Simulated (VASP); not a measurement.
# InSb (F-43m) in VASP: a series of runs

Aim: see how the results for InSb move with the level of theory and the settings. Levels: LDA, PBEsol. Tasks: electric field gradients.

All numbers are computed with VASP 6.6.1; they aren't measurements. Logs are shortened: lines on timing, memory, paths and dates and some standing lists are left out, and cuts for length are marked.

**The experiment to reproduce.**

“Electronic Structure and Epitaxy of CdTe Shells on InSb Nanowires”, 2021, arxiv:2111.05126 quotes, for a bulk crystal of InSb: band gap 0.24 eV.

How close the calculation comes is told below.

## (1) The cell of the first run

It takes space group F-43m (No. 216, cubic). Conventional cell: a = 6.478 Å, b = 6.478 Å, c = 6.478 Å, α = 90.00°, β = 90.00°, γ = 90.00°. In (site symmetry -43m) has 4 Sb at 2.81 Å within 3.7 Å. Within 3.7 Å of Sb (site symmetry -43m) lie 4 In at 2.81 Å.

## (2) Electric field gradients, LDA

Input file INCAR:

```
SYSTEM = InSb
PREC = Accurate
ENCUT = 520
EDIFF = 1E-8
ISMEAR = -1
SIGMA = 0.05
LREAL = .False.
LASPH = .True.
NELM = 60
ALGO = Normal
ISIF = 2
LWAVE = .False.
LCHARG = .False.
GGA = CA
LEFG = .True.
NBANDS = 16
```

Input file KPOINTS:

```
Automatic mesh
0
Gamma
  9 9 9
  0 0 0
```

Input file POSCAR:

```
InSb
1.0
    0.0000000000      3.2391000000      3.2391000000
    3.2391000000      0.0000000000      3.2391000000
    3.2391000000      3.2391000000      0.0000000000
In Sb
1 1
Direct
    0.0000000000      0.0000000000      0.0000000000
    0.7500000000      0.7500000000      0.7500000000
```

Potentials or basis: VASP PAW LDA potentials, release 64 (In_d, Sb).

Command:

```sh
$ cat potpaw_LDA.64/In_d/POTCAR potpaw_LDA.64/Sb/POTCAR > POTCAR
$ mpirun -np 1 vasp_std > vasp.out
```

OUTCAR:

```text
SYSTEM = InSb
   PREC = Accurate
   ENCUT = 520
   EDIFF = 1E-8
   ISMEAR = -1
   LREAL = .False.
   LASPH = .True.
   NELM = 60
   ISIF = 2
   GGA = CA

 ion  position               nearest neighbor table
   1  0.000  0.000  0.000-   2 2.81   2 2.81   2 2.81   2 2.81
   2  0.750  0.750  0.750-   1 2.81   1 2.81   1 2.81   1 2.81

  LATTYP: Found a face centered cubic cell.
 ALAT       =     6.4782000000

  Lattice vectors:

 A1 = (   0.0000000000,   3.2391000000,   3.2391000000)
 A2 = (   3.2391000000,   0.0000000000,   3.2391000000)
 A3 = (   3.2391000000,   3.2391000000,   0.0000000000)

Analysis of symmetry for initial positions (statically):
=====================================================================
 Subroutine PRICEL returns:
 Original cell was already a primitive cell.

 Routine SETGRP: Setting up the symmetry group for a
 face centered cubic supercell.

 Subroutine GETGRP returns: Found 24 space group operations
 (whereof 24 operations were pure point group operations)
 out of a pool of 48 trial point group operations.

The static configuration has the point symmetry T_d .

Analysis of symmetry for dynamics (positions and initial velocities):
=====================================================================
 Subroutine PRICEL returns:
 Original cell was already a primitive cell.

 Routine SETGRP: Setting up the symmetry group for a
 face centered cubic supercell.

 Subroutine GETGRP returns: Found 24 space group operations
 (whereof 24 operations were pure point group operations)
 out of a pool of 48 trial point group operations.

The dynamic configuration has the point symmetry T_d .

 Subroutine INISYM returns: Found 24 space group operations
 (whereof 24 operations are pure point group operations),
 and found     1 'primitive' translations

----------------------------------------------------------------------------------------

                                     Primitive cell

  volume of cell :      67.9678

  direct lattice vectors                    reciprocal lattice vectors
     0.000000000  3.239100000  3.239100000    -0.154363867  0.154363867  0.154363867
     3.239100000  0.000000000  3.239100000     0.154363867 -0.154363867  0.154363867
     3.239100000  3.239100000  0.000000000     0.154363867  0.154363867 -0.154363867

  length of vectors
     4.580779150  4.580779150  4.580779150     0.267366060  0.267366060  0.267366060

  position of ions in fractional coordinates (direct lattice)
     0.000000000  0.000000000  0.000000000
     0.750000000  0.750000000  0.750000000

  ion indices of the primitive-cell ions
   primitive index   ion index
                 1           1
                 2           2

----------------------------------------------------------------------------------------

 KPOINTS: Automatic mesh

Automatic generation of k-mesh.
 Grid dimensions read from file:
 generate k-points for:    9    9    9

 Generating k-lattice:

  Cartesian coordinates                     Fractional coordinates (reciprocal lattice)
    -0.017151541  0.017151541  0.017151541     0.111111111  0.000000000  0.000000000
     0.017151541 -0.017151541  0.017151541     0.000000000  0.111111111  0.000000000
     0.017151541  0.017151541 -0.017151541     0.000000000  0.000000000  0.111111111

  Length of vectors
     0.029707340  0.029707340  0.029707340

  Shift w.r.t. Gamma in fractional coordinates (k-lattice)
     0.000000000  0.000000000  0.000000000

 Subroutine IBZKPT returns following result:
 ===========================================

 Found     35 irreducible k-points:

 Following reciprocal coordinates:
            Coordinates               Weight
  0.000000  0.000000  0.000000      1.000000
  0.111111  0.000000  0.000000      8.000000
  0.222222  0.000000  0.000000      8.000000
  0.333333  0.000000  0.000000      8.000000
  0.444444  0.000000  0.000000      8.000000
  0.111111  0.111111  0.000000      6.000000
[... 16 lines left out ...]
 -0.333333  0.333333  0.000000     12.000000
  0.444444  0.444444  0.000000      6.000000
 [... further k-points ...]
   k-points           NKPTS =     35   k-points in BZ     NKDIM =     35   number of bands    NBANDS=     16
   number of dos      NEDOS =    301   number of ions     NIONS =      2
   total plane-waves  NPLWV =  46656
   dimension x,y,z NGX =    36 NGY =   36 NGZ =   36
   dimension x,y,z NGXF=    72 NGYF=   72 NGZF=   72
   ions per type =               1   1
   NGX,Y,Z   is equivalent  to a cutoff of  13.07, 13.07, 13.07 a.u.
   NGXF,Y,Z  is equivalent  to a cutoff of  26.13, 26.13, 26.13 a.u.
 SYSTEM =  InSb
   PREC   = accura    normal or accurate (medium, high low for compatibility)
   ISTART =      0    job   : 0-new  1-cont  2-samecut
   ICHARG =      2    charge: 1-file 2-atom 10-const
   ISPIN  =      1    spin polarized calculation?
   LNONCOLLINEAR =      F non collinear calculations
   LSORBIT =      F    spin-orbit coupling
   LASPH  =      T    aspherical Exc in radial PAW
   ENCUT  =  520.0 eV  38.22 Ry    6.18 a.u.   8.52  8.52  8.52*2*pi/ulx,y,z
   NELM   =     60;   NELMIN=  2; NELMDL= -5     # of ELM steps
   EDIFF  = 0.1E-07   stopping-criterion for ELM
   LREAL  =      F    real-space projection
   EDIFFG = 0.1E-06   stopping-criterion for IOM
   NSW    =      0    number of steps for IOM
   IBRION =     -1    ionic relax: 0-MD 1-quasi-New 2-CG
   NFREE  =      0    steps in history (QN), initial steepest desc. (CG)
   ISIF   =      2    stress and relaxation
   ISYM   =      2    0-nonsym 1-usesym 2-fastsym
   POTIM  = 0.5000    time-step for ionic-motion
   TEBEG  =    0.0;   TEEND  =   0.0 temperature during run
   PSTRESS=    0.0 pullay stress
   NELECT =      18.0000    total number of electrons
   NUPDOWN=      -1.0000    fix difference up-down
   EMIN   =  10.00;   EMAX   =-10.00  energy-range for DOS
   EFERMI =   0.00;   METHOD = LEGACY
   ISMEAR =    -1;   SIGMA  =   0.05  broadening in eV -4-tet -1-fermi 0-gaus
   EFERMI_NEDOS =   21; number of points for ismear=-14 and -15
   IALGO  =     38    algorithm
   IMIX   =      4    mixing-type and parameters
     AMIX     =   0.40;   BMIX     =  1.00
     AMIX_MAG =   1.60;   BMIX_MAG =  1.00
  volume/ion in A,a.u.               =      33.98       229.33
  Fermi-wavevector in a.u.,A,eV,Ry     =   1.051311  1.986690 15.037912  1.105255
  Thomas-Fermi vector in A             =   2.186349
   LORBIT       =      0    0 simple, 1 ext, 2 COOP (PROOUT), +10 PAW based schemes
   GGA     = CA    functional components
   LHFCALC =     F    Hartree Fock is set to
   AEXX    =    0.0000 exact exchange contribution
   IVDW    =     0    specifies the selected vdW correction
   LEPSILON=     F    determine dielectric tensor
   LRPA    =     F    only Hartree local field effects (RPA)
 non-spin polarized calculation
  energy-cutoff  :      520.00
  volume of cell :       67.97
 maximum number of plane-waves:      1853
 NGX is ok and might be reduce to    36
   NGX = 17   NGY = 17   NGZ = 17

 number of electron      17.9999993 magnetization

 Free energy of the ion-electron system (eV)
  ---------------------------------------------------
  ext. energy  EPLUGINS =         0.00000000
  ---------------------------------------------------
  free energy    TOTEN  =        -8.21340629 eV

  energy without entropy =       -8.21297716  energy(sigma->0) =       -8.21319173

 E-fermi :   4.9478     XC(G=0):  -8.9940

 val. band max:        4.8937329988   @ k =   0.0000   0.0000   0.0000
 cond. band min:       5.3334901631   @ k =   0.4444   0.0000   0.0000
 fundamental gap:      0.4397571643
 Fermi energy:         4.9478238687

 k-point     1 :       0.0000    0.0000    0.0000
  band No.  band energies     occupation
      1      -9.6653      2.00000
      2      -9.6653      2.00000
      3      -9.6653      2.00000
      4      -9.5779      2.00000
      5      -9.5779      2.00000
      6      -5.8813      2.00000
[... 8 lines left out ...]
     15      13.1546      0.00000
     16      13.1546      0.00000

 k-point     2 :       0.1111    0.0000    0.0000
  band No.  band energies     occupation
      1      -9.6713      2.00000
      2      -9.6626      2.00000
      3      -9.6626      2.00000
      4      -9.5781      2.00000
      5      -9.5781      2.00000
      6      -5.7687      2.00000
[... 8 lines left out ...]
     15      12.4244      0.00000
     16      12.4244      0.00000
[... 387 lines left out ...]
      5      -9.5763      2.00000
      6      -4.0635      2.00000
[... 8 lines left out ...]
     15      12.6281      0.00000
     16      15.7747      0.00000

 k-point    24 :       0.4444    0.4444    0.0000
  band No.  band energies     occupation
      1      -9.7464      2.00000
      2      -9.6216      2.00000
      3      -9.6216      2.00000
      4      -9.5974      2.00000
      5      -9.5692      2.00000
      6      -4.0173      2.00000
[... 8 lines left out ...]
     15      14.8603      0.00000
     16      15.5043      0.00000

 [... further k-points ...]
[... 5 lines left out ...]
  --------------------------------------------------------------------------------------
  -------------------------------------------------------------------------------------
  Total       -0.2144994     -0.2144994     -0.2144994      0.0000000      0.0000000      0.0000000
  in kB       -5.0563084     -5.0563084     -5.0563084      0.0000000      0.0000000      0.0000000
  external PRESSURE =      -5.0563084 kB  Pullay stress =       0.0000000 kB

 VOLUME and BASIS-vectors are now :
 -----------------------------------------------------------------------------
  energy-cutoff  :      520.00
  volume of cell :       67.97
      direct lattice vectors                 reciprocal lattice vectors
     0.000000000  3.239100000  3.239100000    -0.154363867  0.154363867  0.154363867
     3.239100000  0.000000000  3.239100000     0.154363867 -0.154363867  0.154363867
     3.239100000  3.239100000  0.000000000     0.154363867  0.154363867 -0.154363867

 POSITION                                       TOTAL-FORCE (eV/Angst)
 -----------------------------------------------------------------------------------
      0.00000      0.00000      0.00000         0.000000      0.000000      0.000000
      4.85865      4.85865      4.85865        -0.000000     -0.000000     -0.000000
 -----------------------------------------------------------------------------------
    total drift:                               -0.000000     -0.000000     -0.000000

  FREE ENERGIE OF THE ION-ELECTRON SYSTEM (eV)
  ---------------------------------------------------
  free  energy   TOTEN  =        -8.2134062900 eV

  energy  without entropy=       -8.2129771648  energy(sigma->0) =       -8.21319173

 Electric field gradients (V/A^2)
---------------------------------------------------------------------
 ion       V_xx      V_yy      V_zz      V_xy      V_xz      V_yz
---------------------------------------------------------------------
   1      -0.000     0.000    -0.000     0.001     0.001     0.001
   2      -0.000     0.000     0.000    -0.000    -0.000    -0.000
---------------------------------------------------------------------

 Electric field gradients after diagonalization (V/A^2)
 (convention: |V_zz| > |V_xx| > |V_yy|)
----------------------------------------------------------------------
 ion       V_xx      V_yy      V_zz     asymmetry (V_yy - V_xx)/ V_zz
----------------------------------------------------------------------
   1      -0.001    -0.001     0.003       0.000
   2       0.000     0.000    -0.000       0.000
----------------------------------------------------------------------

           NMR quadrupolar parameters

 Cq : quadrupolar parameter    Cq=e*Q*V_zz/h
 eta: asymmetry parameters     (V_yy - V_xx)/ V_zz
 Q  : nuclear electric quadrupole moment in mb (millibarn)
----------------------------------------------------------------------
 ion       Cq(MHz)       eta       Q (mb)
----------------------------------------------------------------------
   1       0.000       0.000       1.000
   2      -0.000       0.000       1.000
----------------------------------------------------------------------
```

Run time: 29 s. Hardware: 1 thread of Intel Xeon Platinum 8259CL at 2.50GHz (Skylake/Cascade Lake), shared host; peak memory 0.19 GiB.

Results:

```
Free energy            : -8.2134 eV
Pressure               : -0.5 GPa
Band gap on the k mesh : zero (filled and empty bands touch)
```

Caveat: without QUAD_EFG the Cq values of the log hold for a quadrupole moment of 1 mb, not for the nuclei; spin-orbit coupling is left out, which moves the levels of the heavy elements.

(Continued in part 2 of 2.)
